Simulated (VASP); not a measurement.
# HfO2 (P6/mmm) in VASP: a series of runs, part 2 of 2

VASP 6.6.1. The steps go on from the part before.

## (3) Relaxation of cell and atoms, PBEsol

This run uses another cell than the first one, of 10.60 Å³/atom.

INCAR

```
SYSTEM = HfO2
  PREC = Accurate
  ENCUT = 600
  EDIFF = 1E-6
  ISMEAR = -1
  SIGMA = 0.02
  LREAL = .FALSE.
  LASPH = .TRUE.
  NELM = 60
  ALGO = Normal
  ISIF = 3
  LWAVE = .FALSE.
  LCHARG = .FALSE.
  GGA = PS
  IBRION = 2
  NSW = 60
  EDIFFG = -0.03
```

KPOINTS

```
Automatic mesh
0
G
  7 7 6
  0 0 0
```

POSCAR

```
HfO2
1.0
    3.2200000000      0.0000000000      0.0000000000
   -1.6100000000      2.7886018002      0.0000000000
    0.0000000000      0.0000000000      3.5420000000
Hf O
1 2
Direct
    0.0000000000      0.0000000000      0.0000000000
    0.3333333333      0.6666666667      0.5000000000
    0.6666666667      0.3333333333      0.5000000000
```

Potentials or basis: VASP PAW PBE potentials, release 64 (Hf_pv, O).

The run is started by

```console
$ cat potpaw_PBE.64/Hf_pv/POTCAR potpaw_PBE.64/O/POTCAR > POTCAR
$ mpirun -np 1 vasp_std > vasp.out
```

OUTCAR:

```text
SYSTEM = HfO2
   PREC = Accurate
   ENCUT = 600
   EDIFF = 1E-6
   ISMEAR = -1
   LREAL = .FALSE.
   LASPH = .TRUE.
   NELM = 60
   ISIF = 3
   GGA = PS
   IBRION = 2
   NSW = 60
   EDIFFG = -0.03

 ion  position               nearest neighbor table
   1  0.000  0.000  0.000-   2 2.57   3 2.57   2 2.57   3 2.57   3 2.57   3 2.57   2 2.57   2 2.57
                             3 2.57   3 2.57   2 2.57   2 2.57
   2  0.333  0.667  0.500-   3 1.86   3 1.86   3 1.86   1 2.57   1 2.57   1 2.57   1 2.57   1 2.57
                             1 2.57
   3  0.667  0.333  0.500-   2 1.86   2 1.86   2 1.86   1 2.57   1 2.57   1 2.57   1 2.57   1 2.57
                             1 2.57

  LATTYP: Found a hexagonal cell.
 ALAT       =     3.2200000000
 C/A-ratio  =     1.1000000000

  Lattice vectors:

 A1 = (   3.2200000000,   0.0000000000,   0.0000000000)
 A2 = (  -1.6100000000,   2.7886018002,   0.0000000000)
 A3 = (   0.0000000000,   0.0000000000,   3.5420000000)

Analysis of symmetry for initial positions (statically):
=====================================================================
 Subroutine PRICEL returns:
 Original cell was already a primitive cell.

 Routine SETGRP: Setting up the symmetry group for a
 hexagonal supercell.

 Subroutine GETGRP returns: Found 24 space group operations
 (whereof 24 operations were pure point group operations)
 out of a pool of 24 trial point group operations.

The static configuration has the point symmetry D_6h.

Analysis of symmetry for dynamics (positions and initial velocities):
=====================================================================
 Subroutine PRICEL returns:
 Original cell was already a primitive cell.

 Routine SETGRP: Setting up the symmetry group for a
 hexagonal supercell.

 Subroutine GETGRP returns: Found 24 space group operations
 (whereof 24 operations were pure point group operations)
 out of a pool of 24 trial point group operations.

The dynamic configuration has the point symmetry D_6h.

 Subroutine INISYM returns: Found 24 space group operations
 (whereof 24 operations are pure point group operations),
 and found     1 'primitive' translations

----------------------------------------------------------------------------------------

                                     Primitive cell

  volume of cell :      31.8047

  direct lattice vectors                    reciprocal lattice vectors
     3.220000000  0.000000000  0.000000000     0.310559006  0.179301326  0.000000000
    -1.610000000  2.788601800  0.000000000     0.000000000  0.358602652  0.000000000
     0.000000000  0.000000000  3.542000000     0.000000000  0.000000000  0.282326369

  length of vectors
     3.220000000  3.220000000  3.542000000     0.358602652  0.358602652  0.282326369

  position of ions in fractional coordinates (direct lattice)
     0.000000000  0.000000000  0.000000000
     0.333333333  0.666666667  0.500000000
     0.666666667  0.333333333  0.500000000

  ion indices of the primitive-cell ions
   primitive index   ion index
                 1           1
                 2           2
                 3           3

----------------------------------------------------------------------------------------
[... 63 lines left out ...]
   ICHARG =      2    charge: 1-file 2-atom 10-const
   ISPIN  =      1    spin polarized calculation?
   LNONCOLLINEAR =      F non collinear calculations
   LSORBIT =      F    spin-orbit coupling
   LASPH  =      T    aspherical Exc in radial PAW
   ENCUT  =  600.0 eV  44.10 Ry    6.64 a.u.   6.43  6.43  7.07*2*pi/ulx,y,z
   NELM   =     60;   NELMIN=  2; NELMDL= -5     # of ELM steps
   EDIFF  = 0.1E-05   stopping-criterion for ELM
   LREAL  =      F    real-space projection
   EDIFFG = -.3E-01   stopping-criterion for IOM
   NSW    =     60    number of steps for IOM
   IBRION =      2    ionic relax: 0-MD 1-quasi-New 2-CG
   NFREE  =      1    steps in history (QN), initial steepest desc. (CG)
   ISIF   =      3    stress and relaxation
   ISYM   =      2    0-nonsym 1-usesym 2-fastsym
   POTIM  = 0.5000    time-step for ionic-motion
   TEBEG  =    0.0;   TEEND  =   0.0 temperature during run
   PSTRESS=    0.0 pullay stress
   NELECT =      22.0000    total number of electrons
   NUPDOWN=      -1.0000    fix difference up-down
   EMIN   =  10.00;   EMAX   =-10.00  energy-range for DOS
   EFERMI =   0.00;   METHOD = LEGACY
   ISMEAR =    -1;   SIGMA  =   0.02  broadening in eV -4-tet -1-fermi 0-gaus
   EFERMI_NEDOS =   21; number of points for ismear=-14 and -15
   IALGO  =     38    algorithm
   IMIX   =      4    mixing-type and parameters
     AMIX     =   0.40;   BMIX     =  1.00
     AMIX_MAG =   1.60;   BMIX_MAG =  1.00
  volume/ion in A,a.u.               =      10.60        71.54
  Fermi-wavevector in a.u.,A,eV,Ry     =   1.447834  2.736009 28.520846  2.096223
  Thomas-Fermi vector in A             =   2.565744
   LORBIT       =      0    0 simple, 1 ext, 2 COOP (PROOUT), +10 PAW based schemes
   GGA     = PS    functional components
   LHFCALC =     F    Hartree Fock is set to
   AEXX    =    0.0000 exact exchange contribution
   IVDW    =     0    specifies the selected vdW correction
   LEPSILON=     F    determine dielectric tensor
   LRPA    =     F    only Hartree local field effects (RPA)
 conjugate gradient relaxation of ions
 non-spin polarized calculation
  energy-cutoff  :      600.00
  volume of cell :       31.80
 maximum number of plane-waves:      1083
 NGX is ok and might be reduce to    28
   NGX = 13   NGY = 13   NGZ = 15

--------------------------------------- Ionic step        1  -------------------------------------------

 number of electron      22.0000001 magnetization

 Free energy of the ion-electron system (eV)
  ---------------------------------------------------
  ext. energy  EPLUGINS =         0.00000000
  ---------------------------------------------------
  free energy    TOTEN  =       -21.91990342 eV

  energy without entropy =      -21.91903625  energy(sigma->0) =      -21.91946983

------------------------ aborting loop because EDIFF is reached ----------------------------------------

  FORCE on cell =-STRESS in cart. coord.  units (eV):
  Direction    XX          YY          ZZ          XY          YZ          ZX
  --------------------------------------------------------------------------------------
  -------------------------------------------------------------------------------------
  Total        7.9100153      7.9100153    -11.5919416      0.0000000      0.0000000      0.0000000
  in kB      398.4712312    398.4712312   -583.9502338      0.0000000      0.0000000      0.0000000
  external PRESSURE =      70.9974096 kB  Pullay stress =       0.0000000 kB
[... 246 lines left out ...]
--------------------------------------- Ionic step        8  -------------------------------------------

 number of electron      21.9999998 magnetization

 Free energy of the ion-electron system (eV)
  ---------------------------------------------------
  ext. energy  EPLUGINS =         0.00000000
  ---------------------------------------------------
  free energy    TOTEN  =       -25.95212434 eV

  energy without entropy =      -25.94947330  energy(sigma->0) =      -25.95079882

 E-fermi :   6.9429     XC(G=0): -13.1090

 val. band max:        6.9224033759   @ k =   0.2857   0.1429   0.5000
 cond. band min:       6.9445295205   @ k =   0.4286  -0.0000   0.5000
 fundamental gap:      0.0221261446
 Fermi energy:         6.9429239386

 k-point     1 :       0.0000    0.0000    0.0000
  band No.  band energies     occupation
      1     -24.4746      2.00000
      2     -24.4746      2.00000
      3     -23.6853      2.00000
      4     -14.2826      2.00000
      5      -9.0454      2.00000
      6      -0.2065      2.00000
      7      -0.2065      2.00000
      8       3.7388      2.00000
      9       4.2645      2.00000
     10       5.4778      2.00000
     11       5.4778      2.00000
     12       6.2828      2.00000
     13      10.4050      0.00000
     14      12.0756      0.00000
[... 401 lines left out ...]
      2     -24.4869      2.00000
      3     -24.4209      2.00000
      4     -11.8898      2.00000
      5     -11.0870      2.00000
      6      -0.1767      2.00000
      7       1.5076      2.00000
      8       1.6476      2.00000
      9       2.6325      2.00000
     10       3.9761      2.00000
     11       7.6737      0.00000
     12      10.3876      0.00000
     13      10.9915      0.00000
     14      11.5089      0.00000
     15      12.3567      0.00000

 [... further k-points ...]

------------------------ aborting loop because EDIFF is reached ----------------------------------------

  FORCE on cell =-STRESS in cart. coord.  units (eV):
  Direction    XX          YY          ZZ          XY          YZ          ZX
  --------------------------------------------------------------------------------------
  -------------------------------------------------------------------------------------
  Total       -0.0404188     -0.0404188      0.0715919      0.0000000     -0.0000000      0.0000000
  in kB       -2.2439995     -2.2439995      3.9746923      0.0000000     -0.0000000      0.0000000
  external PRESSURE =      -0.1711022 kB  Pullay stress =       0.0000000 kB
[... 18 lines left out ...]
  FREE ENERGIE OF THE ION-ELECTRON SYSTEM (eV)
  ---------------------------------------------------
  free  energy   TOTEN  =       -25.9521243393 eV

  energy  without entropy=      -25.9494733036  energy(sigma->0) =      -25.95079882

 reached required accuracy - stopping structural energy minimisation
```

OSZICAR:

```text
N       E                     dE             d eps       ncg     rms          rms(c)
DAV:   1     0.106798845040E+03    0.10680E+03   -0.14022E+04   960   0.163E+03
DAV:   2    -0.212090872527E+02   -0.12801E+03   -0.12562E+03  1256   0.327E+02
DAV:   3    -0.264478936023E+02   -0.52388E+01   -0.51300E+01  1191   0.596E+01
DAV:   4    -0.264902587044E+02   -0.42365E-01   -0.42337E-01  1142   0.555E+00
[... 86 lines left out ...]
DAV:   5    -0.259526506060E+02   -0.43238E-04   -0.16515E-03  1184   0.360E-01    0.993E-01
DAV:   6    -0.259521686119E+02    0.48199E-03   -0.77423E-04  1189   0.203E-01    0.235E-01
DAV:   7    -0.259521277191E+02    0.40893E-04   -0.13873E-04  1223   0.692E-02    0.503E-02
DAV:   8    -0.259521245361E+02    0.31829E-05   -0.26841E-05  1163   0.319E-02    0.131E-02
DAV:   9    -0.259521243393E+02    0.19677E-06   -0.12697E-06   686   0.938E-03
   8 F= -.25952124E+02 E0= -.25950799E+02  d E =-.814057E-01
```

Wall time 3.1 min (1 thread of Intel Xeon 8259CL, shared host); peak memory 0.19 GiB.

What came out:

```
Free energy                           : -25.9521 eV
Relaxed volume                        : 9.62 Å³/atom
Relaxed cell                          : a = 3.541 Å, b = 3.541 Å, c = 2.658 Å, α = 90.00°, β = 90.00°, γ = 120.00°
Space group after relaxing (to 0.1 Å) : P6/mmm (No. 191)
Energy gained by relaxing             : 1344.1 meV/atom
Ionic steps                           : 8
Pressure after relaxing               : 0.0 GPa
Band gap on the k mesh                : zero (bands 11 and 12 overlap by 1.81 eV)
```

The path:
| step | energy change (eV) | largest force (eV/Å) | pressure (GPa) | volume (Å³) |
| --- | --- | --- | --- | --- |
| 1 | 0.0000 | 0.0000 | 7.10 | 31.80 |
| 2 | -3.5776 | 0.0000 | -23.37 | 32.88 |
| 3 | -3.6825 | 0.0000 | -24.19 | 32.85 |
| 4 | -3.0764 | 0.0000 | 34.65 | 25.85 |
| 5 | -3.9479 | 0.0000 | -11.00 | 30.27 |
| 6 | -3.9508 | 0.0000 | -9.36 | 30.02 |
| 7 | -3.9234 | 0.0000 | 13.56 | 27.55 |
| 8 | -4.0322 | 0.0000 | -0.02 | 28.86 |

Final structure:
```yaml
crystal:
  lattice:
    - [3.54051, 0.00000, 0.00000]
    - [-1.77026, 3.06617, 0.00000]
    - [0.00000, 0.00000, 2.65833]
  atoms:
    - { symbol: Hf, position: [0.00000, 0.00000, 0.00000] }
    - { symbol: O, position: [0.33333, 0.66667, 0.50000] }
    - { symbol: O, position: [0.66667, 0.33333, 0.50000] }
```

Levels at points of the mesh, in eV from the Fermi level:
```tsv
k point	band 7	band 8	band 9	band 10	band 11	band 12	band 13	band 14	band 15
(0.00, 0.00, 0.00)	-7.15	-3.20	-2.68	-1.47	-1.47	-0.66	3.46	5.13	5.13
(0.00, 0.00, 0.50)	-5.44	-5.44	-4.07	-4.07	-3.14	1.41	1.41	5.30	5.30
```

Caveat: a cell axis changed by over 15 % at a fixed basis, so the end point is rough; the PAW data sets were made with another functional, which shifts forces and pressure a little; spin-orbit coupling is left out, which moves the levels of the heavy elements.
